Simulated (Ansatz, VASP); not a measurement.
Two plane-wave programs on La5PdBr2

```
La Pd Br
1.0
     5.46545    0.00000    0.00000
    -2.73273    4.73322    0.00000
     0.00000    0.00000    8.91670
La Pd Br
5 1 2
Cartesian
  0.0000 3.1555 3.0363
  2.7327 1.5777 3.0363
  2.7327 1.5777 5.8804
  0.0000 3.1555 5.8804
  0.0000 0.0000 0.0000
  0.0000 0.0000 4.4583
  0.0000 3.1555 0.0000
  2.7327 1.5777 0.0000
```

Alike in both runs: functional PBE; k mesh 6 × 6 × 2; occupations gaussian, width 0.1 eV; no spin polarisation.

Ansatz relaxed the structure, and its values are those at the end. VASP's run is a single point on that final structure, the one shown.

```csv
,VASP,Ansatz
version,VASP 6.6.1,Ansatz 0.2.0
potentials or method,"VASP PAW PBE potentials, release 64 (La, Pd, Br), cutoff 520 eV","scalar-relativistic, plane waves, PAW"
valence electrons in the cell,79,87
```

```csv
,VASP,Ansatz,Ansatz less VASP
gap on the k mesh at the Fermi level (eV),none,none,-
pressure (GPa),-0.1,0.0,+0.05
rms of the force components (eV/Å),0.007,0.008,+0.0006
```

A gap of «none» marks a metal or a gap that the smearing closes. The functional is the same, so the differences come from potentials, cutoffs and numerics. VASP's potentials hold 79 valence electrons a cell and Ansatz's 87, so a difference there can come from the potentials and not from the codes.

Neither program's run includes spin-orbit coupling.
